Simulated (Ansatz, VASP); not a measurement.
Si2Mo: VASP beside Ansatz

```
Si Mo
1.0
     3.42772   -3.45758    0.00000
     3.42772    3.45758    0.00000
     0.00000    0.00000    4.23624
Si Mo
4 2
Cartesian
  3.4277 1.7572 0.0000
  3.4277 -1.7572 0.0000
  5.4605 0.0000 2.1181
  1.3949 0.0000 2.1181
  1.5374 0.0000 0.0000
  5.3181 0.0000 0.0000
```

Alike in both runs: task single point; functional PBE; k mesh 4 × 4 × 4; occupations gaussian, width 0.1 eV; no spin polarisation.

|  | VASP | Ansatz |
| --- | --- | --- |
| version | VASP 6.6.1 | Ansatz 0.2.0 |
| potentials or method | VASP PAW PBE potentials, release 64 (Si, Mo_sv), cutoff 520 eV | scalar-relativistic, plane waves, PAW |
| valence electrons in the cell | 44 | 44 |

|  | VASP | Ansatz | Ansatz less VASP |
| --- | --- | --- | --- |
| gap on the k mesh at the Fermi level (eV) | none | none | - |
| rms of the force components (eV/Å) | 1.784 | 1.772 | -0.0124 |

Atom by atom the forces differ by 0.013 eV/Å (rms over components). A gap of «none» marks a metal or a gap that the smearing closes.

The k mesh is coarse, so the values compare programs but aren't converged.
